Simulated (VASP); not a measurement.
# Zr (P6_3/mmc) in VASP: notebook

Runs on Zr. Level: LDA. Tasks: single point, relaxation of cell and atoms.

Everything below comes from runs of VASP 6.6.1. Logs are shortened: lines on timing, memory, paths and dates and some standing lists are left out, and cuts for length are marked.

### 1 The cell of the first run

The structure is hexagonal, space group P6_3/mmc (No. 194). The conventional cell has a = 3.232 Å, b = 3.232 Å, c = 5.147 Å, α = 90.00°, β = 90.00°, γ = 120.00°. Within 4.2 Å of Zr (site symmetry -6m2) lie 12 Zr at 3.18 to 3.23 Å.

### 2 Single point, LDA

INCAR

```
SYSTEM = Zr
PREC = Accurate
ENCUT = 520
EDIFF = 1E-7
ISMEAR = 0
SIGMA = 0.1
LREAL = .FALSE.
LASPH = .TRUE.
NELM = 80
ALGO = Normal
ISIF = 2
LWAVE = .FALSE.
LCHARG = .FALSE.
GGA = CA
NBANDS = 19
```

KPOINTS

```
regular mesh
0
G
  6 6 4
  0 0 0
```

POSCAR

```
Zr
1.0
    3.2320000000      0.0000000000      0.0000000000
   -1.6160000000      2.7989941050      0.0000000000
    0.0000000000      0.0000000000      5.1470000000
Zr
2
Direct
    0.3333333333      0.6666666667      0.2500000000
    0.6666666667      0.3333333333      0.7500000000
```

Potentials or basis: VASP PAW LDA potentials, release 64 (Zr_sv).

The run is started by

```
$ cat potpaw_LDA.64/Zr_sv/POTCAR > POTCAR
$ mpirun -np 1 vasp_std > vasp.out
```

OUTCAR:

```text
SYSTEM = Zr
   PREC = Accurate
   ENCUT = 520
   EDIFF = 1E-7
   ISMEAR = 0
   LREAL = .FALSE.
   LASPH = .TRUE.
   NELM = 80
   ISIF = 2
   GGA = CA

 ion  position               nearest neighbor table
   1  0.333  0.667  0.250-   2 3.18   2 3.18   2 3.18   2 3.18   2 3.18   2 3.18
   2  0.667  0.333  0.750-   1 3.18   1 3.18   1 3.18   1 3.18   1 3.18   1 3.18

  LATTYP: Found a hexagonal cell.
 ALAT       =     3.2320000000
 C/A-ratio  =     1.5925123762

  Lattice vectors:

 A1 = (   3.2320000000,   0.0000000000,   0.0000000000)
 A2 = (  -1.6160000000,   2.7989941050,   0.0000000000)
 A3 = (   0.0000000000,   0.0000000000,   5.1470000000)

Analysis of symmetry for initial positions (statically):
=====================================================================
 Subroutine PRICEL returns:
 Original cell was already a primitive cell.

 Routine SETGRP: Setting up the symmetry group for a
 hexagonal supercell.

 Subroutine GETGRP returns: Found 24 space group operations
 (whereof 12 operations were pure point group operations)
 out of a pool of 24 trial point group operations.

The static configuration has the point symmetry D_3d.
 The point group associated with its full space group is D_6h.

Analysis of symmetry for dynamics (positions and initial velocities):
=====================================================================
 Subroutine PRICEL returns:
 Original cell was already a primitive cell.

 Routine SETGRP: Setting up the symmetry group for a
 hexagonal supercell.

 Subroutine GETGRP returns: Found 24 space group operations
 (whereof 12 operations were pure point group operations)
 out of a pool of 24 trial point group operations.

The dynamic configuration has the point symmetry D_3d.
 The point group associated with its full space group is D_6h.

 Subroutine INISYM returns: Found 24 space group operations
 (whereof 12 operations are pure point group operations),
 and found     1 'primitive' translations

----------------------------------------------------------------------------------------

                                     Primitive cell

  volume of cell :      46.5616

  direct lattice vectors                    reciprocal lattice vectors
     3.232000000  0.000000000  0.000000000     0.309405941  0.178635603  0.000000000
    -1.616000000  2.798994105  0.000000000     0.000000000  0.357271206  0.000000000
     0.000000000  0.000000000  5.147000000     0.000000000  0.000000000  0.194287935

  length of vectors
     3.232000000  3.232000000  5.147000000     0.357271206  0.357271206  0.194287935

  position of ions in fractional coordinates (direct lattice)
     0.333333333  0.666666667  0.250000000
     0.666666667  0.333333333  0.750000000

  ion indices of the primitive-cell ions
   primitive index   ion index
                 1           1
                 2           2

----------------------------------------------------------------------------------------

 KPOINTS: regular mesh

Automatic generation of k-mesh.
 Grid dimensions read from file:
 generate k-points for:    6    6    4

 Generating k-lattice:

  Cartesian coordinates                     Fractional coordinates (reciprocal lattice)
     0.051567657  0.029772601  0.000000000     0.166666667 -0.000000000  0.000000000
     0.000000000  0.059545201  0.000000000     0.000000000  0.166666667  0.000000000
     0.000000000  0.000000000  0.048571984     0.000000000  0.000000000  0.250000000

  Length of vectors
     0.059545201  0.059545201  0.048571984

  Shift w.r.t. Gamma in fractional coordinates (k-lattice)
     0.000000000  0.000000000  0.000000000

 Subroutine IBZKPT returns following result:
 ===========================================

 Found     21 irreducible k-points:

 Following reciprocal coordinates:
            Coordinates               Weight
  0.000000  0.000000  0.000000      1.000000
  0.166667  0.000000  0.000000      6.000000
  0.333333  0.000000  0.000000      6.000000
  0.500000 -0.000000  0.000000      3.000000
  0.166667  0.166667  0.000000      6.000000
  0.333333  0.166667  0.000000     12.000000
[... 13 lines left out ...]
  0.333333  0.166667  0.500000     12.000000
  0.333333  0.333333  0.500000      2.000000
   k-points           NKPTS =     21   k-points in BZ     NKDIM =     21   number of bands    NBANDS=     19
   number of dos      NEDOS =    301   number of ions     NIONS =      2
   total plane-waves  NPLWV =  23040
   dimension x,y,z NGX =    24 NGY =   24 NGZ =   40
   dimension x,y,z NGXF=    48 NGYF=   48 NGZF=   80
   ions per type =               2
   NGX,Y,Z   is equivalent  to a cutoff of  12.34, 12.34, 12.92 a.u.
   NGXF,Y,Z  is equivalent  to a cutoff of  24.69, 24.69, 25.84 a.u.
 SYSTEM =  Zr
   PREC   = accura    normal or accurate (medium, high low for compatibility)
   ISTART =      0    job   : 0-new  1-cont  2-samecut
   ICHARG =      2    charge: 1-file 2-atom 10-const
   ISPIN  =      1    spin polarized calculation?
   LNONCOLLINEAR =      F non collinear calculations
   LSORBIT =      F    spin-orbit coupling
   LASPH  =      T    aspherical Exc in radial PAW
   ENCUT  =  520.0 eV  38.22 Ry    6.18 a.u.   6.01  6.01  9.57*2*pi/ulx,y,z
   NELM   =     80;   NELMIN=  2; NELMDL= -5     # of ELM steps
   EDIFF  = 0.1E-06   stopping-criterion for ELM
   LREAL  =      F    real-space projection
   EDIFFG = 0.1E-05   stopping-criterion for IOM
   NSW    =      0    number of steps for IOM
   IBRION =     -1    ionic relax: 0-MD 1-quasi-New 2-CG
   NFREE  =      0    steps in history (QN), initial steepest desc. (CG)
   ISIF   =      2    stress and relaxation
   ISYM   =      2    0-nonsym 1-usesym 2-fastsym
   POTIM  = 0.5000    time-step for ionic-motion
   TEBEG  =    0.0;   TEEND  =   0.0 temperature during run
   PSTRESS=    0.0 pullay stress
   NELECT =      24.0000    total number of electrons
   NUPDOWN=      -1.0000    fix difference up-down
   EMIN   =  10.00;   EMAX   =-10.00  energy-range for DOS
   EFERMI =   0.00;   METHOD = LEGACY
   ISMEAR =     0;   SIGMA  =   0.10  broadening in eV -4-tet -1-fermi 0-gaus
   EFERMI_NEDOS =   21; number of points for ismear=-14 and -15
   IALGO  =     38    algorithm
   IMIX   =      4    mixing-type and parameters
     AMIX     =   0.40;   BMIX     =  1.00
     AMIX_MAG =   1.60;   BMIX_MAG =  1.00
  volume/ion in A,a.u.               =      23.28       157.11
  Fermi-wavevector in a.u.,A,eV,Ry     =   1.312611  2.480475 23.442130  1.722948
  Thomas-Fermi vector in A             =   2.442991
   LORBIT       =      0    0 simple, 1 ext, 2 COOP (PROOUT), +10 PAW based schemes
   GGA     = CA    functional components
   LHFCALC =     F    Hartree Fock is set to
   AEXX    =    0.0000 exact exchange contribution
   IVDW    =     0    specifies the selected vdW correction
   LEPSILON=     F    determine dielectric tensor
   LRPA    =     F    only Hartree local field effects (RPA)
 non-spin polarized calculation
 Gauss-broadening in eV      SIGMA  =   0.10
  energy-cutoff  :      520.00
  volume of cell :       46.56
 maximum number of plane-waves:      1284
   NGX = 13   NGY = 13   NGZ = 19

 number of electron      24.0000000 magnetization

 Free energy of the ion-electron system (eV)
  ---------------------------------------------------
  ext. energy  EPLUGINS =         0.00000000
  ---------------------------------------------------
  free energy    TOTEN  =       -18.52523897 eV

  energy without entropy =      -18.51087524  energy(sigma->0) =      -18.51805711

 E-fermi :   8.8401     XC(G=0): -11.2943

 val. band max:        8.8364431760   @ k =   0.0000   0.0000   0.5000
 cond. band min:       8.8904000615   @ k =   0.3333   0.3333   0.2500
 fundamental gap:      0.0539568855
 Fermi energy:         8.8400561326

 k-point     1 :       0.0000    0.0000    0.0000
  band No.  band energies     occupation
      1     -39.7615      2.00000
      2     -39.6025      2.00000
      3     -18.4476      2.00000
      4     -17.5516      2.00000
      5     -17.5516      2.00000
      6     -17.4214      2.00000
[... 11 lines left out ...]
     18      10.8792      0.00000
     19      13.1979      0.00000

 k-point     2 :       0.1667    0.0000    0.0000
  band No.  band energies     occupation
      1     -39.7308      2.00000
      2     -39.5905      2.00000
      3     -18.3642      2.00000
      4     -17.7294      2.00000
      5     -17.6086      2.00000
      6     -17.5881      2.00000
[... 11 lines left out ...]
     18      10.9809      0.00000
     19      13.5765      0.00000

 k-point     3 :       0.3333    0.0000    0.0000
  band No.  band energies     occupation
      1     -39.6635      2.00000
      2     -39.5717      2.00000
      3     -18.1602      2.00000
      4     -18.0831      2.00000
      5     -17.9242      2.00000
      6     -17.7140      2.00000
[... 11 lines left out ...]
     18      12.6744      0.00000
     19      13.9638      0.00000

 k-point     4 :       0.5000   -0.0000    0.0000
  band No.  band energies     occupation
      1     -39.6219      2.00000
      2     -39.5699      2.00000
      3     -18.2574      2.00000
      4     -18.0820      2.00000
      5     -18.0074      2.00000
      6     -17.7639      2.00000
[... 11 lines left out ...]
     18      14.0818      0.00000
     19      14.9638      0.00000

 k-point     5 :       0.1667    0.1667    0.0000
  band No.  band energies     occupation
      1     -39.6815      2.00000
      2     -39.5753      2.00000
      3     -18.2188      2.00000
      4     -17.9154      2.00000
      5     -17.9003      2.00000
      6     -17.6622      2.00000
[... 11 lines left out ...]
     18      12.5422      0.00000
     19      13.6820      0.00000

 k-point     6 :       0.3333    0.1667    0.0000
  band No.  band energies     occupation
      1     -39.6223      2.00000
      2     -39.5696      2.00000
      3     -18.1664      2.00000
      4     -18.0228      2.00000
      5     -18.0108      2.00000
      6     -17.8252      2.00000
[... 11 lines left out ...]
     18      13.7145      0.00000
     19      14.6688      0.00000

 k-point     7 :       0.3333    0.3333    0.0000
  band No.  band energies     occupation
      1     -39.5851      2.00000
      2     -39.5851      2.00000
      3     -18.1239      2.00000
      4     -17.9670      2.00000
      5     -17.9670      2.00000
      6     -17.8303      2.00000
[... 11 lines left out ...]
     18      13.4774      0.00000
     19      15.1275      0.00000

 k-point     8 :       0.0000    0.0000    0.2500
  band No.  band energies     occupation
      1     -39.7385      2.00000
      2     -39.6262      2.00000
      3     -18.3058      2.00000
      4     -17.5812      2.00000
      5     -17.5306      2.00000
      6     -17.5306      2.00000
[... 190 lines left out ...]
 k-point    17 :       0.3333    0.0000    0.5000
  band No.  band energies     occupation
      1     -39.6178      2.00000
      2     -39.6178      2.00000
      3     -18.1967      2.00000
      4     -18.1967      2.00000
      5     -17.6693      2.00000
      6     -17.6693      2.00000
[... 11 lines left out ...]
     18      13.0196      0.00000
     19      13.3479      0.00000

 k-point    18 :       0.5000   -0.0000    0.5000
  band No.  band energies     occupation
      1     -39.5959      2.00000
      2     -39.5959      2.00000
      3     -18.3336      2.00000
      4     -18.3336      2.00000
      5     -17.6687      2.00000
      6     -17.6687      2.00000
[... 11 lines left out ...]
     18      13.9097      0.00000
     19      14.0104      0.00000

 k-point    19 :       0.1667    0.1667    0.5000
  band No.  band energies     occupation
      1     -39.6287      2.00000
      2     -39.6287      2.00000
      3     -18.1112      2.00000
      4     -18.1112      2.00000
      5     -17.6890      2.00000
      6     -17.6890      2.00000
[... 11 lines left out ...]
     18      12.8431      0.00000
     19      13.4168      0.00000

 k-point    20 :       0.3333    0.1667    0.5000
  band No.  band energies     occupation
      1     -39.5959      2.00000
      2     -39.5959      2.00000
      3     -18.2576      2.00000
      4     -18.2576      2.00000
      5     -17.8000      2.00000
      6     -17.8000      2.00000
[... 11 lines left out ...]
     18      13.5248      0.00000
     19      14.8394      0.00000

 k-point    21 :       0.3333    0.3333    0.5000
  band No.  band energies     occupation
      1     -39.5849      2.00000
      2     -39.5849      2.00000
      3     -18.2050      2.00000
      4     -18.2050      2.00000
      5     -17.9628      2.00000
      6     -17.9628      2.00000
[... 11 lines left out ...]
     18      13.1668      0.00000
     19      16.8399      0.00000

------------------------ aborting loop because EDIFF is reached ----------------------------------------

  FORCE on cell =-STRESS in cart. coord.  units (eV):
  Direction    XX          YY          ZZ          XY          YZ          ZX
  --------------------------------------------------------------------------------------
  -------------------------------------------------------------------------------------
  Total       -1.8795638     -1.8795638     -1.6914452      0.0000000      0.0000000      0.0000000
  in kB      -64.6755539    -64.6755539    -58.2024165      0.0000000      0.0000000      0.0000000
  external PRESSURE =     -62.5178415 kB  Pullay stress =       0.0000000 kB

 VOLUME and BASIS-vectors are now :
 -----------------------------------------------------------------------------
  energy-cutoff  :      520.00
  volume of cell :       46.56
      direct lattice vectors                 reciprocal lattice vectors
     3.232000000  0.000000000  0.000000000     0.309405941  0.178635603  0.000000000
    -1.616000000  2.798994105  0.000000000     0.000000000  0.357271206  0.000000000
     0.000000000  0.000000000  5.147000000     0.000000000  0.000000000  0.194287935

 POSITION                                       TOTAL-FORCE (eV/Angst)
 -----------------------------------------------------------------------------------
     -0.00000      1.86600      1.28675        -0.000000      0.000000      0.000000
      1.61600      0.93300      3.86025         0.000000     -0.000000      0.000000
 -----------------------------------------------------------------------------------
    total drift:                               -0.000000      0.000000     -0.000000

  FREE ENERGIE OF THE ION-ELECTRON SYSTEM (eV)
  ---------------------------------------------------
  free  energy   TOTEN  =       -18.5252389724 eV

  energy  without entropy=      -18.5108752390  energy(sigma->0) =      -18.51805711
```

Wall time 8.5 s (1 thread of Intel Xeon Platinum 8488C (Sapphire Rapids), shared host); peak memory 0.14 GiB.

What came out:

```yaml
Free_energy: -18.5252 eV
Pressure: -6.3 GPa
Band_gap_on_the_k_mesh: zero (bands 12 and 13 overlap by 0.84 eV)
```

Stress tensor (GPa, compression positive):
```
-6.47  0.00  0.00
 0.00 -6.47  0.00
 0.00  0.00 -5.82
```

Levels at points of the mesh, in eV from the Fermi level:
```
           k point  band 9  band 10  band 11  band 12  band 13  band 14  band 15  band 16
(0.00, 0.00, 0.00)   -5.68    -3.08     0.79     0.79     0.94     1.21     1.48     1.48
(0.50, 0.00, 0.00)   -2.62    -2.56    -2.19    -0.21     0.44     0.72     1.40     4.83
(0.00, 0.00, 0.50)   -3.97    -3.97     0.00     0.00     0.69     0.69     0.69     0.69
(0.50, 0.00, 0.50)   -2.92    -2.92    -1.11    -1.11     1.63     1.63     2.12     2.12
```

Caveat: the k points lie up to 0.37 Å⁻¹ apart, too coarse for converged energies and pressures of a metal.

### 3 Single point, LDA

This run uses another cell than the first one, of 21.78 Å³/atom.

INCAR

```
PREC = Accurate
ENCUT = 520
EDIFF = 1E-6
ISMEAR = 0
SIGMA = 0.1
LREAL = F
LASPH = T
NELM = 80
ALGO = Normal
ISIF = 2
LWAVE = F
LCHARG = F
NBANDS = 19
```

KPOINTS

```
Automatic mesh
0
Gamma
  15 15 8
```

POSCAR

```
Zr
1.0
    3.1427546520      0.0000000000      0.0000000000
   -1.5713773260      2.7217053665      0.0000000000
    0.0000000000      0.0000000000      5.0916411605
Zr
2
Direct
    0.3333333333      0.6666666667      0.2500000000
    0.6666666667      0.3333333333      0.7500000000
```

Potentials or basis: VASP PAW LDA potentials, release 64 (Zr_sv).

The run is started by

```
$ cat potpaw_LDA.64/Zr_sv/POTCAR > POTCAR
$ mpirun -np 1 vasp_std > vasp.out
```

It took 43 s on 1 thread of Intel Xeon Platinum 8488C (Sapphire Rapids), shared host; peak memory 0.2 GiB.

The run converged. Its results:

```
Free energy            : -18.5893 eV
Pressure               : 0.1 GPa
Band gap on the k mesh : zero (bands 12 and 13 overlap by 1.35 eV)
```

Stress tensor (GPa, compression positive):
```
0.06 0.00 0.00
0.00 0.06 0.00
0.00 0.00 0.14
```

Levels at points of the mesh, in eV from the Fermi level:
```tsv
k point	band 8	band 9	band 10	band 11	band 12	band 13	band 14	band 15	band 16	band 17
(0.00, 0.00, 0.00)	-25.99	-5.75	-3.23	0.84	0.86	0.86	1.38	1.57	1.57	2.33
(0.00, 0.00, 0.50)	-26.07	-4.00	-4.00	-0.05	-0.05	0.78	0.78	0.78	0.78	4.20
```

(Continued in part 2 of 2.)
